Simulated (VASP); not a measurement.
# Al3In3GaB3N10 (P1) in VASP: notebook

Al3In3GaB3N10 is run at these levels: PBE; tasks: single point.

All numbers are computed with VASP 6.6.1; they aren't measurements. Logs are shortened: lines on timing, memory, paths and dates and some standing lists are left out, and cuts for length are marked.

## Step 1: The cell of the first run

The typed cell holds 20 atoms: a = 5.499 Å, b = 5.323 Å, c = 8.466 Å, α = 85.70°, β = 73.97°, γ = 71.00°.

## Step 2: Single point, PBE

File INCAR:

```
SYSTEM = Al3In3GaB3N10
PREC = Accurate ; ENCUT = 520
EDIFF = 1E-6 ; ISMEAR = 0
SIGMA = 0.02 ; LREAL = Auto
LASPH = .True. ; NELM = 80
ALGO = Normal ; ISIF = 2
LWAVE = .False. ; LCHARG = .False.
GGA = PE ; NBANDS = 76
```

File KPOINTS:

```
Automatic mesh
0
Gamma
  5 5 3
  0 0 0
```

File POSCAR:

```
Al3In3GaB3N10
1.0
    2.1758470000      2.3753020000      4.4568370000
   -2.2307160000     -2.1068980000      4.3500690000
    6.7993950000     -4.6183670000      2.0263730000
B N Al Ga In
3 10 3 1 3
Direct
    0.5192584754      0.0084525259      0.7998372500
    0.0795132020      0.0207350944      0.9477070117
    0.8176533399      0.0392898594      0.3584602205
    0.5704467274      0.8352895400      0.6626051832
    0.4934325912      0.2985245687      0.7751180358
    0.0061545339      0.8546150984      0.8547228933
    0.3664673516      0.9312042488      0.9803588818
    0.6998031990      0.9176900360      0.2656203608
    0.6809686643      0.3328762340      0.4125111657
    0.1153722482      0.9105477269      0.3712206416
    0.0625139449      0.4131400748      0.6041103462
    0.9390739588      0.3153982414      0.9732320341
    0.2950092092      0.3815924536      0.1999905828
    0.1180540384      0.4961667504      0.8011478702
    0.3838417016      0.0197420992      0.1996074564
    0.7028548614      0.4766961765      0.6069728936
    0.2926933503      0.5044860962      0.4032527985
    0.1905800243      0.9886304991      0.6027855752
    0.5223843969      0.4928372851      0.9766243484
    0.8942885851      0.5182489775      0.2001998925
```

Potentials or basis: VASP PAW PBE potentials, release 64 (B, N, Al, Ga_d, In_d).

The run is started by

```bash
$ cat potpaw_PBE.64/B/POTCAR potpaw_PBE.64/N/POTCAR potpaw_PBE.64/Al/POTCAR potpaw_PBE.64/Ga_d/POTCAR potpaw_PBE.64/In_d/POTCAR > POTCAR
$ mpirun -np 1 vasp_std > vasp.out
```

OUTCAR:

```text
SYSTEM = Al3In3GaB3N10
   PREC = Accurate
   ENCUT = 520
   EDIFF = 1E-6
   ISMEAR = 0
   LREAL = Auto
   LASPH = .True.
   NELM = 80
   ISIF = 2
   GGA = PE

 ion  position               nearest neighbor table
   1  0.519  0.008  0.800-   4 1.45   5 1.51   7 1.62  18 2.81  19 3.02  19 3.08
   2  0.080  0.021  0.948-   6 1.44  12 1.51   7 1.59  18 2.82
   3  0.818  0.039  0.358-   8 1.44   9 1.54  10 1.59  20 2.89  20 3.02
   4  0.570  0.835  0.663-   1 1.45  16 1.85  18 2.17
   5  0.493  0.299  0.775-   1 1.51  14 1.95  16 1.96  19 2.13
   6  0.006  0.855  0.855-   2 1.44  14 1.85  18 2.27
   7  0.366  0.931  0.980-   2 1.59   1 1.62  15 1.98  19 2.21
   8  0.700  0.918  0.266-   3 1.44  15 1.87  20 2.08
   9  0.681  0.333  0.413-   3 1.54  16 1.92  17 2.05  20 2.21
  10  0.115  0.911  0.371-   3 1.59  15 1.97  17 2.09  18 2.21
  11  0.063  0.413  0.604-  14 1.88  16 1.89  17 1.95  18 2.14
  12  0.939  0.315  0.973-   2 1.51  14 1.91  19 2.17  20 2.19
  13  0.295  0.382  0.200-  15 1.83  17 1.88  20 2.08  19 2.12
  14  0.118  0.496  0.801-   6 1.85  11 1.88  12 1.91   5 1.95  19 2.99  18 3.08  18 3.14  16 3.15
                            16 3.19  19 3.21  20 3.26
  15  0.384  0.020  0.200-  13 1.83   8 1.87  10 1.97   7 1.98  17 3.04  20 3.10  20 3.18  19 3.20
                            19 3.26  18 3.29
  16  0.703  0.477  0.607-   4 1.85  11 1.89   9 1.92   5 1.96  19 3.01  18 3.06  14 3.15  14 3.19
                            18 3.23  20 3.32
  17  0.293  0.504  0.403-  13 1.88  11 1.95   9 2.05  10 2.09  18 3.00  15 3.04  20 3.12  18 3.24
                            20 3.30
  18  0.191  0.989  0.603-  11 2.14   4 2.17  10 2.21   6 2.27   1 2.81   2 2.82  17 3.00  16 3.06
                            14 3.08  14 3.14  16 3.23  17 3.24  15 3.29
  19  0.522  0.493  0.977-  13 2.12   5 2.13  12 2.17   7 2.21  14 2.99  16 3.01   1 3.02   1 3.08
                            20 3.18  15 3.20  14 3.21  15 3.26  20 3.41
  20  0.894  0.518  0.200-  13 2.08   8 2.08  12 2.19   9 2.21   3 2.89   3 3.02  15 3.10  17 3.12
                            15 3.18  19 3.18  14 3.26  17 3.30  16 3.32  19 3.41

  Warning from LATTYP: Got some problem with cell dimensions!
  Tried to take original basis but could not verify dimensions!
  LATTYP: Found a triclinic cell.
 ALAT       =    15.0835751945
 B/A-ratio  =     0.4167737949
 C/A-ratio  =     1.2016432533
 COS(alpha) =     0.0012888876
 COS(beta)  =     0.6660783413
 COS(gamma) =     0.7351420131

  Lattice vectors:

 A1 = ( -13.3818050000,  -2.2391350000,  -6.5899780000)
 A2 = (  -4.4065630000,  -4.4822000000,  -0.1067680000)
 A3 = ( -11.3680740000,  11.3436320000,  -8.4028150000)

Analysis of symmetry for initial positions (statically):
=====================================================================
 Subroutine PRICEL returns:
[... 171 lines left out ...]
   NUPDOWN=      -1.0000    fix difference up-down
   EMIN   =  10.00;   EMAX   =-10.00  energy-range for DOS
   EFERMI =   0.00;   METHOD = LEGACY
   ISMEAR =     0;   SIGMA  =   0.02  broadening in eV -4-tet -1-fermi 0-gaus
   EFERMI_NEDOS =   21; number of points for ismear=-14 and -15
   IALGO  =     38    algorithm
   IMIX   =      4    mixing-type and parameters
     AMIX     =   0.40;   BMIX     =  1.00
     AMIX_MAG =   1.60;   BMIX_MAG =  1.00
  volume/ion in A,a.u.               =      11.26        75.98
  Fermi-wavevector in a.u.,A,eV,Ry     =   1.327269  2.508175 23.968605  1.761643
  Thomas-Fermi vector in A             =   2.456594
   LORBIT       =      0    0 simple, 1 ext, 2 COOP (PROOUT), +10 PAW based schemes
   GGA     = PE    functional components
   LHFCALC =     F    Hartree Fock is set to
   AEXX    =    0.0000 exact exchange contribution
   IVDW    =     0    specifies the selected vdW correction
   LEPSILON=     F    determine dielectric tensor
   LRPA    =     F    only Hartree local field effects (RPA)
 non-spin polarized calculation
 Gauss-broadening in eV      SIGMA  =   0.02
  energy-cutoff  :      520.00
  volume of cell :      225.18
 maximum number of plane-waves:      6085
 NGX is ok and might be reduce to    42
   NGX = 21   NGY = 19   NGZ = 31

 number of electron     119.9999988 magnetization

 Free energy of the ion-electron system (eV)
  ---------------------------------------------------
  ext. energy  EPLUGINS =         0.00000000
  ---------------------------------------------------
  free energy    TOTEN  =      -135.29349098 eV

  energy without entropy =     -135.29349098  energy(sigma->0) =     -135.29349098

 E-fermi :   6.4532     XC(G=0): -11.0054

 val. band max:        6.3114070616   @ k =  -0.0000   0.4000   0.0000
 cond. band min:       7.5980477018   @ k =   0.0000   0.0000   0.0000
 fundamental gap:      1.2866406402
 Fermi energy:         6.4532332018

 k-point     1 :       0.0000    0.0000    0.0000
  band No.  band energies     occupation
      1     -10.3696      2.00000
      2      -9.6293      2.00000
      3      -9.2437      2.00000
      4      -9.1811      2.00000
      5      -9.0124      2.00000
      6      -8.6227      2.00000
[... 1789 lines left out ...]
     71      12.3672      0.00000
     72      12.7514      0.00000

 [... further k-points ...]

 [bands above 72 left out]

------------------------ aborting loop because EDIFF is reached ----------------------------------------

  FORCE on cell =-STRESS in cart. coord.  units (eV):
  Direction    XX          YY          ZZ          XY          YZ          ZX
  --------------------------------------------------------------------------------------
  -------------------------------------------------------------------------------------
  Total        0.0228062      0.0265889     -0.0601324     -0.0132010     -0.0563244     -0.0515576
  in kB        0.1622685      0.1891831     -0.4278489     -0.0939265     -0.4007541     -0.3668381
  external PRESSURE =      -0.0254658 kB  Pullay stress =       0.0000000 kB

 VOLUME and BASIS-vectors are now :
 -----------------------------------------------------------------------------
  energy-cutoff  :      520.00
  volume of cell :      225.18
      direct lattice vectors                 reciprocal lattice vectors
     2.175847000  2.375302000  4.456837000     0.070258835  0.151426263  0.109370035
    -2.230716000 -2.106898000  4.350069000    -0.112783577 -0.114995859  0.116349263
     6.799395000 -4.618367000  2.026373000     0.087587115 -0.086184651  0.003172297

 POSITION                                       TOTAL-FORCE (eV/Angst)
 -----------------------------------------------------------------------------------
      6.54938     -2.47835      3.97179         0.003506      0.011425      0.002056
      6.57059     -4.23168      2.36498        -0.014487      0.014991      0.003558
      4.12876      0.20389      4.54144         0.018080     -0.000267     -0.018019
      3.88323     -3.46504      7.51864         0.001811      0.027508     -0.018247
      5.67804     -3.03669      5.06843        -0.041365      0.008656      0.024583
      3.91859     -5.73339      5.47705         0.025043     -0.012917     -0.013220
[... 12 lines left out ...]
      6.67770     -4.30795      6.45106         0.001615     -0.014698      0.001725
      2.15101      0.10771      6.64580        -0.008189      0.006304      0.012443
 -----------------------------------------------------------------------------------
    total drift:                                0.010097     -0.012875      0.005845

  FREE ENERGIE OF THE ION-ELECTRON SYSTEM (eV)
  ---------------------------------------------------
  free  energy   TOTEN  =      -135.2934909772 eV

  energy  without entropy=     -135.2934909772  energy(sigma->0) =     -135.29349098
```

OSZICAR:

```text
N       E                     dE             d eps       ncg     rms          rms(c)
DAV:   1     0.151378620904E+04    0.15138E+04   -0.51950E+04  6016   0.200E+03
DAV:   2     0.193462798390E+03   -0.13203E+04   -0.12451E+04  6160   0.587E+02
DAV:   3    -0.123340095444E+03   -0.31680E+03   -0.30049E+03  6652   0.240E+02
DAV:   4    -0.156818566048E+03   -0.33478E+02   -0.33056E+02  8200   0.811E+01
DAV:   5    -0.157712050209E+03   -0.89348E+00   -0.88895E+00  8152   0.151E+01    0.282E+01
DAV:   6    -0.135082052435E+03    0.22630E+02   -0.76866E+01 10912   0.655E+01    0.217E+01
DAV:   7    -0.135479904415E+03   -0.39785E+00   -0.89952E+00  6960   0.129E+01    0.697E+00
DAV:   8    -0.135346242978E+03    0.13366E+00   -0.73474E-01  9232   0.519E+00    0.502E+00
DAV:   9    -0.135290942130E+03    0.55301E-01   -0.15986E-01  9392   0.363E+00    0.825E-01
DAV:  10    -0.135292127792E+03   -0.11857E-02   -0.35545E-02  8252   0.125E+00    0.633E-01
DAV:  11    -0.135293074451E+03   -0.94666E-03   -0.11169E-02  8400   0.511E-01    0.456E-01
DAV:  12    -0.135293301808E+03   -0.22736E-03   -0.15038E-03  7084   0.274E-01    0.275E-01
DAV:  13    -0.135293502587E+03   -0.20078E-03   -0.52000E-04  7424   0.144E-01    0.322E-02
DAV:  14    -0.135293488330E+03    0.14257E-04   -0.98527E-05  9516   0.927E-02    0.332E-02
DAV:  15    -0.135293491001E+03   -0.26710E-05   -0.18559E-05  7096   0.236E-02    0.150E-02
DAV:  16    -0.135293490977E+03    0.23452E-07   -0.35680E-06  5576   0.175E-02
   1 F= -.13529349E+03 E0= -.13529349E+03  d E =-.508419E-25
```

stdout:

```text
POSCAR found type information on POSCAR B N AlGaIn
 POSCAR found :  5 types and      20 ions
 scaLAPACK will be used
 LDA part: xc-table for (Slater+PW92), standard interpolation
 POSCAR, INCAR and KPOINTS ok, starting setup
 FFT: planning ... GRIDC
 FFT: planning ... GRID_SOFT
 FFT: planning ... GRID
 WAVECAR not read
 entering main loop
```

Wall time 42 min (1 thread of Intel Xeon 8259CL, shared host); peak memory 0.58 GiB.

Results:

```yaml
Free_energy: -135.2935 eV
Pressure: 0.0 GPa
Largest_force: 0.049 eV/Å
Band_gap_on_the_k_mesh: 1.29 eV (least direct gap 1.32 eV)
```

Forces in eV/Å, atoms in the order of the input:
```
B    0.004  0.011  0.002
B   -0.014  0.015  0.004
B    0.018  0.000 -0.018
N    0.002  0.028 -0.018
N   -0.041  0.009  0.025
N    0.025 -0.013 -0.013
N    0.008 -0.025 -0.005
N   -0.015 -0.012 -0.010
N    0.003 -0.040  0.019
N    0.003  0.018  0.012
N   -0.004 -0.022  0.017
N    0.000  0.026  0.010
N    0.033 -0.002  0.015
Al  -0.003  0.002 -0.009
Al  -0.011 -0.006 -0.006
Al   0.003  0.008 -0.015
Ga  -0.010  0.009 -0.016
In   0.006  0.003 -0.007
In   0.002 -0.015  0.002
In  -0.008  0.006  0.012
```

Caveat: spin-orbit coupling is left out, which moves the levels of the heavy elements; an odd mesh through Γ misses points on the zone boundary, where band edges can lie.

## Step 3: Single point, PBE

This run uses another cell than the first one, of 11.44 Å³/atom.

File INCAR:

```
SYSTEM = Al3In3GaB3N10
PREC     = Accurate       ! precision mode
ENCUT    = 520            ! plane-wave cutoff, eV
EDIFF    = 1E-7           ! SCF threshold, eV
ISMEAR   = 0              ! smearing method
SIGMA    = 0.02           ! smearing width, eV
LREAL    = Auto         
LASPH    = .True.         ! aspherical terms in the spheres
NELM     = 100            ! most SCF steps
ALGO     = Normal         ! electronic algorithm
ISIF     = 2              ! what is computed and relaxed
LWAVE    = .False.        ! write WAVECAR
LCHARG   = .False.        ! write CHGCAR
GGA      = PE             ! functional
NBANDS   = 76             ! bands
```

KPOINTS is that of step 2.

File POSCAR:

```
Al3In3GaB3N10
1.0
    2.0039310000      2.4581060000      4.6931490000
   -2.1626940000     -1.9878680000      4.5374110000
    6.6046060000     -4.7227730000      1.9534490000
B N Al Ga In
3 10 3 1 3
Direct
    0.6464427124      0.0105684709      0.7442423702
    0.2926038742      0.0068441363      0.2121130632
    0.8776334300      0.0630358377      0.3419922664
    0.5371379719      0.8687858236      0.6607623765
    0.4916181131      0.3122914741      0.7732190981
    0.9486265470      0.8877253528      0.7850082211
    0.3555280677      0.8571902216      0.0626267744
    0.8181330624      0.9633056883      0.2070874218
    0.7083938235      0.3455555166      0.4027721928
    0.1555730231      0.9233611923      0.3885013427
    0.0672605011      0.3675638876      0.6103081894
    0.9148868165      0.3739522277      0.9713395687
    0.2764329203      0.2844499768      0.2022621825
    0.1935551378      0.9993841777      0.6103214891
    0.1035062374      0.4955104412      0.7934303216
    0.0279974573      0.0038598586      0.9972249642
    0.7025436261      0.4902443874      0.6137808896
    0.2990702224      0.4763042553      0.4020560897
    0.5075462174      0.4359932947      0.0067222437
    0.8695419850      0.5609607534      0.1973021712
```

Potentials or basis: VASP PAW PBE potentials, release 64 (B, N, Al, Ga_d, In_d).

The run is started by

```bash
$ cat potpaw_PBE.64/B/POTCAR potpaw_PBE.64/N/POTCAR potpaw_PBE.64/Al/POTCAR potpaw_PBE.64/Ga_d/POTCAR potpaw_PBE.64/In_d/POTCAR > POTCAR
$ mpirun -np 1 vasp_std > vasp.out
```

It took 34 min on 1 thread of Intel Xeon 8259CL, shared host; peak memory 0.58 GiB.

It converged, with:

| Quantity | Value |
| --- | --- |
| Free energy | -134.6718 eV |
| Pressure | 0.0 GPa |
| Largest force | 0.039 eV/Å |
| Band gap on the k mesh | 1.05 eV (least direct gap 1.14 eV) |

Forces in eV/Å, atoms in the order of the input:
```
B    0.027  0.002  0.017
B    0.016 -0.013  0.014
B    0.014 -0.004  0.004
N   -0.021  0.008 -0.027
N   -0.018 -0.023  0.000
N    0.017  0.012  0.021
N   -0.034  0.001 -0.010
N   -0.015  0.016 -0.003
N    0.000  0.008  0.015
N    0.025 -0.022 -0.003
N    0.011 -0.014 -0.010
N   -0.005  0.033  0.019
N   -0.001  0.015 -0.006
Al  -0.004  0.005 -0.005
Al  -0.003 -0.001 -0.010
Al  -0.004 -0.015  0.001
Ga   0.004  0.000  0.023
In  -0.020 -0.006 -0.015
In  -0.003  0.007 -0.025
In   0.017 -0.010  0.000
```

Stress tensor (GPa, compression positive):
```
-0.09 -0.07 -0.02
-0.07  0.08 -0.04
-0.02 -0.04  0.12
```

Levels at points of the mesh, in eV from the valence-band top:
```
           k point  band 56  band 57  band 58  band 59  band 60  band 61  band 62  band 63  band 64  band 65
(0.00, 0.00, 0.00)    -1.20    -1.12    -0.82    -0.77    -0.09     1.05     2.61     3.17     3.50     4.15
```

Caveat: spin-orbit coupling is left out, which moves the levels of the heavy elements; an odd mesh through Γ misses points on the zone boundary, where band edges can lie.
